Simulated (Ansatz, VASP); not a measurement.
**KCl in VASP and in Ansatz**

```
K Cl
1.0
     0.00000    3.18946    3.18946
     3.18946    0.00000    3.18946
     3.18946    3.18946    0.00000
K Cl
1 1
Direct
  0.00000 0.00000 0.00000
  0.50000 0.50000 0.50000
```

Alike in both runs: task single point; functional PBE; k mesh 13 × 13 × 13; occupations fermi-dirac, width 0.05 eV; no spin polarisation.

```csv
,VASP,Ansatz
version,VASP 6.6.1,Ansatz 0.2.0
potentials or method,"VASP PAW PBE potentials, release 64 (K_sv, Cl), cutoff 520 eV","all-electron LAPW, scalar-relativistic"
```

```csv
,VASP,Ansatz,Ansatz less VASP
gap on the k mesh at the Fermi level (eV),5.05,5.05,+0.002
pressure (GPa),0.0,0.0,-0.02
```

Ansatz ran all-electron here, and VASP with PAW potentials.
